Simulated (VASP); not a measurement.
# CsI (Pm-3m) in VASP: notebook, part 2 of 2

VASP 6.6.1. Earlier steps stand in the parts before.

## Step 5: Single point, PBE

This run uses another cell than the first one, of 50.95 Å³/atom.

File INCAR:

```
SYSTEM = CsI
PREC     = Accurate       ! precision mode
ENCUT    = 500            ! plane-wave cutoff, eV
EDIFF    = 1E-6           ! SCF threshold, eV
ISMEAR   = 0              ! smearing method
SIGMA    = 0.01           ! smearing width, eV
LREAL    = .FALSE.        ! projectors in reciprocal space
LASPH    = .TRUE.         ! aspherical terms in the spheres
NELM     = 120            ! most SCF steps
ALGO     = Normal         ! electronic algorithm
ISIF     = 2              ! what is computed and relaxed
LWAVE    = .FALSE.        ! write WAVECAR
LCHARG   = .TRUE.         ! write CHGCAR
GGA      = PE             ! functional
LELF     = .TRUE.         ! ELF
LVHAR    = .TRUE.       
NBANDS   = 15             ! bands
GGA_COMPAT= .FALSE.
```

File KPOINTS:

```
Automatic mesh
0
G
  4 4 4
  0 0 0
```

File POSCAR:

```
CsI
1.0
    4.6708624164      0.0000000000      0.0000000000
    0.0000000000      4.6708624164      0.0000000000
    0.0000000000      0.0000000000      4.6708624164
Cs I
1 1
Direct
    0.0000000000      0.0000000000      0.0000000000
    0.5000000000      0.5000000000      0.5000000000
```

Potentials or basis: VASP PAW PBE potentials, release 64 (Cs_sv, I).

Command:

```
cat potpaw_PBE.64/Cs_sv/POTCAR potpaw_PBE.64/I/POTCAR > POTCAR
mpirun -np 1 vasp_std > vasp.out
```

OUTCAR:

```text
SYSTEM = CsI
   PREC = Accurate
   ENCUT = 500
   EDIFF = 1E-6
   ISMEAR = 0
   LREAL = .FALSE.
   LASPH = .TRUE.
   NELM = 120
   ISIF = 2
   GGA = PE

 ion  position               nearest neighbor table
   1  0.000  0.000  0.000-
   2  0.500  0.500  0.500-

  LATTYP: Found a simple cubic cell.
 ALAT       =     4.6708624164

  Lattice vectors:

 A1 = (   4.6708624164,   0.0000000000,   0.0000000000)
 A2 = (   0.0000000000,   4.6708624164,   0.0000000000)
 A3 = (   0.0000000000,   0.0000000000,   4.6708624164)

Analysis of symmetry for initial positions (statically):
=====================================================================
 Subroutine PRICEL returns:
 Original cell was already a primitive cell.

 Routine SETGRP: Setting up the symmetry group for a
 simple cubic supercell.

 Subroutine GETGRP returns: Found 48 space group operations
 (whereof 48 operations were pure point group operations)
 out of a pool of 48 trial point group operations.

The static configuration has the point symmetry O_h .

Analysis of symmetry for dynamics (positions and initial velocities):
=====================================================================
 Subroutine PRICEL returns:
 Original cell was already a primitive cell.

 Routine SETGRP: Setting up the symmetry group for a
 simple cubic supercell.

 Subroutine GETGRP returns: Found 48 space group operations
 (whereof 48 operations were pure point group operations)
 out of a pool of 48 trial point group operations.

The dynamic configuration has the point symmetry O_h .

 Subroutine INISYM returns: Found 48 space group operations
 (whereof 48 operations are pure point group operations),
 and found     1 'primitive' translations

----------------------------------------------------------------------------------------

                                     Primitive cell

  volume of cell :     101.9040

  direct lattice vectors                    reciprocal lattice vectors
     4.670862416  0.000000000  0.000000000     0.214093225  0.000000000  0.000000000
     0.000000000  4.670862416  0.000000000     0.000000000  0.214093225  0.000000000
     0.000000000  0.000000000  4.670862416     0.000000000  0.000000000  0.214093225

  length of vectors
     4.670862416  4.670862416  4.670862416     0.214093225  0.214093225  0.214093225

  position of ions in fractional coordinates (direct lattice)
     0.000000000  0.000000000  0.000000000
     0.500000000  0.500000000  0.500000000

  ion indices of the primitive-cell ions
   primitive index   ion index
                 1           1
                 2           2

----------------------------------------------------------------------------------------

 KPOINTS: Automatic mesh

Automatic generation of k-mesh.
 Grid dimensions read from file:
 generate k-points for:    4    4    4

 Generating k-lattice:

  Cartesian coordinates                     Fractional coordinates (reciprocal lattice)
     0.053523306  0.000000000  0.000000000     0.250000000  0.000000000  0.000000000
     0.000000000  0.053523306  0.000000000     0.000000000  0.250000000  0.000000000
     0.000000000  0.000000000  0.053523306     0.000000000  0.000000000  0.250000000

[... 23 lines left out ...]
   k-points           NKPTS =     10   k-points in BZ     NKDIM =     10   number of bands    NBANDS=     15
   number of dos      NEDOS =    301   number of ions     NIONS =      2
   total plane-waves  NPLWV =  46656
   dimension x,y,z NGX =    36 NGY =   36 NGZ =   36
   dimension x,y,z NGXF=    72 NGYF=   72 NGZF=   72
   ions per type =               1   1
   NGX,Y,Z   is equivalent  to a cutoff of  12.81, 12.81, 12.81 a.u.
   NGXF,Y,Z  is equivalent  to a cutoff of  25.63, 25.63, 25.63 a.u.
 SYSTEM =  CsI
   PREC   = accura    normal or accurate (medium, high low for compatibility)
   ISTART =      0    job   : 0-new  1-cont  2-samecut
   ICHARG =      2    charge: 1-file 2-atom 10-const
   ISPIN  =      1    spin polarized calculation?
   LNONCOLLINEAR =      F non collinear calculations
   LSORBIT =      F    spin-orbit coupling
   LASPH  =      T    aspherical Exc in radial PAW
   ENCUT  =  500.0 eV  36.75 Ry    6.06 a.u.   8.52  8.52  8.52*2*pi/ulx,y,z
   NELM   =    120;   NELMIN=  2; NELMDL= -5     # of ELM steps
   EDIFF  = 0.1E-05   stopping-criterion for ELM
   LREAL  =      F    real-space projection
   EDIFFG = 0.1E-04   stopping-criterion for IOM
   NSW    =      0    number of steps for IOM
   IBRION =     -1    ionic relax: 0-MD 1-quasi-New 2-CG
   NFREE  =      0    steps in history (QN), initial steepest desc. (CG)
   ISIF   =      2    stress and relaxation
   ISYM   =      2    0-nonsym 1-usesym 2-fastsym
   POTIM  = 0.5000    time-step for ionic-motion
   TEBEG  =    0.0;   TEEND  =   0.0 temperature during run
   PSTRESS=    0.0 pullay stress
   NELECT =      16.0000    total number of electrons
   NUPDOWN=      -1.0000    fix difference up-down
   EMIN   =  10.00;   EMAX   =-10.00  energy-range for DOS
   EFERMI =   0.00;   METHOD = LEGACY
   ISMEAR =     0;   SIGMA  =   0.01  broadening in eV -4-tet -1-fermi 0-gaus
   EFERMI_NEDOS =   21; number of points for ismear=-14 and -15
   IALGO  =     38    algorithm
   IMIX   =      4    mixing-type and parameters
     AMIX     =   0.40;   BMIX     =  1.00
     AMIX_MAG =   1.60;   BMIX_MAG =  1.00
  volume/ion in A,a.u.               =      50.95       343.84
  Fermi-wavevector in a.u.,A,eV,Ry     =   0.883184  1.668975 10.612729  0.780014
  Thomas-Fermi vector in A             =   2.003916
   LORBIT       =      0    0 simple, 1 ext, 2 COOP (PROOUT), +10 PAW based schemes
   GGA     = PE    functional components
   LHFCALC =     F    Hartree Fock is set to
   AEXX    =    0.0000 exact exchange contribution
   IVDW    =     0    specifies the selected vdW correction
   LEPSILON=     F    determine dielectric tensor
   LRPA    =     F    only Hartree local field effects (RPA)
 non-spin polarized calculation
 Gauss-broadening in eV      SIGMA  =   0.01
  energy-cutoff  :      500.00
  volume of cell :      101.90
 maximum number of plane-waves:      2624
 NGX is ok and might be reduce to    36
   NGX = 17   NGY = 17   NGZ = 17

 number of electron      15.9999998 magnetization

 Free energy of the ion-electron system (eV)
  ---------------------------------------------------
  ext. energy  EPLUGINS =         0.00000000
  ---------------------------------------------------
  free energy    TOTEN  =        -5.44085024 eV

  energy without entropy =       -5.44085024  energy(sigma->0) =       -5.44085024

 E-fermi :   0.5414     XC(G=0):  -7.4820

 val. band max:        0.4304689900   @ k =   0.5000   0.5000   0.0000
 cond. band min:       4.0961219365   @ k =   0.0000   0.0000   0.0000
 fundamental gap:      3.6656529465
 Fermi energy:         0.5414223203

 k-point     1 :       0.0000    0.0000    0.0000
  band No.  band energies     occupation
      1     -20.0559      2.00000
      2     -10.1271      2.00000
      3      -6.7645      2.00000
      4      -6.7645      2.00000
      5      -6.7645      2.00000
      6       0.3338      2.00000
      7       0.3338      2.00000
      8       0.3338      2.00000
      9       4.0961      0.00000
     10       4.7010      0.00000
     11       4.7010      0.00000
     12       8.0399      0.00000
     13       8.0399      0.00000
     14       8.0399      0.00000
[... 149 lines left out ...]
      2      -9.9004      2.00000
      3      -6.9725      2.00000
      4      -6.9725      2.00000
      5      -6.9725      2.00000
      6      -0.7205      2.00000
      7      -0.7205      2.00000
      8      -0.7205      2.00000
      9       7.3937      0.00000
     10       7.3937      0.00000
     11       7.3937      0.00000
     12       7.9819      0.00000
     13       7.9819      0.00000
     14       7.9819      0.00000
     15       9.8740      0.00000

------------------------ aborting loop because EDIFF is reached ----------------------------------------

  FORCE on cell =-STRESS in cart. coord.  units (eV):
  Direction    XX          YY          ZZ          XY          YZ          ZX
  --------------------------------------------------------------------------------------
  -------------------------------------------------------------------------------------
  Total        0.0051106      0.0051106      0.0051106      0.0000000      0.0000000     -0.0000000
  in kB        0.0803505      0.0803505      0.0803505      0.0000000      0.0000000     -0.0000000
  external PRESSURE =       0.0803505 kB  Pullay stress =       0.0000000 kB

 VOLUME and BASIS-vectors are now :
 -----------------------------------------------------------------------------
  energy-cutoff  :      500.00
  volume of cell :      101.90
      direct lattice vectors                 reciprocal lattice vectors
     4.670862416  0.000000000  0.000000000     0.214093225  0.000000000  0.000000000
     0.000000000  4.670862416  0.000000000     0.000000000  0.214093225  0.000000000
     0.000000000  0.000000000  4.670862416     0.000000000  0.000000000  0.214093225

 POSITION                                       TOTAL-FORCE (eV/Angst)
 -----------------------------------------------------------------------------------
      0.00000      0.00000      0.00000         0.000000      0.000000      0.000000
      2.33543      2.33543      2.33543         0.000000      0.000000      0.000000
 -----------------------------------------------------------------------------------
    total drift:                               -0.000000      0.000000      0.000000

  FREE ENERGIE OF THE ION-ELECTRON SYSTEM (eV)
  ---------------------------------------------------
  free  energy   TOTEN  =        -5.4408502411 eV

  energy  without entropy=       -5.4408502411  energy(sigma->0) =       -5.44085024
```

Run time: 13 s. Hardware: 1 thread of Intel Xeon 6975P-C (Granite Rapids), shared host; peak memory 0.2 GiB.

What came out:

```
Free energy            : -5.4409 eV
Pressure               : 0.0 GPa
Band gap on the k mesh : 3.67 eV (least direct gap 3.76 eV)
```

Levels at points of the mesh, in eV from the valence-band top:
| k point | band 5 | band 6 | band 7 | band 8 | band 9 | band 10 | band 11 | band 12 |
| --- | --- | --- | --- | --- | --- | --- | --- | --- |
| (0.00, 0.00, 0.00) | -7.20 | -0.10 | -0.10 | -0.10 | 3.67 | 4.27 | 4.27 | 7.61 |
| (0.50, 0.00, 0.00) | -7.15 | -1.40 | -0.21 | -0.21 | 5.21 | 6.21 | 6.42 | 6.85 |
| (0.50, 0.50, 0.00) | -7.12 | -0.81 | -0.81 | 0.00 | 4.24 | 4.89 | 6.07 | 6.07 |
| (0.50, 0.50, 0.50) | -7.40 | -1.15 | -1.15 | -1.15 | 6.96 | 6.96 | 6.96 | 7.55 |

Caveat: spin-orbit coupling is left out, which moves the levels of the heavy elements. A k mesh can miss the band edges.

## Step 6: The runs side by side

```csv
cell,gap on the mesh (eV),pressure (GPa)
"a = 4.536 Å, 2 atoms",3.94,1.1
"a = 4.582 Å, 2 atoms",3.84,0.7
"a = 4.627 Å, 2 atoms",3.75,0.3
"a = 4.671 Å, 2 atoms",3.67,0.0
```

Alike in all rows: task single point; level PBE; potentials or basis VASP PAW PBE potentials, release 64 (Cs_sv, I); no spin polarisation; k mesh 4 × 4 × 4; cutoff (eV) 500; smearing gaussian 0.01 eV.

Caveats: spin-orbit coupling is left out, which moves the levels of the heavy elements.

Total energies depend on the potentials used, so only differences within one code and one set of settings carry meaning.
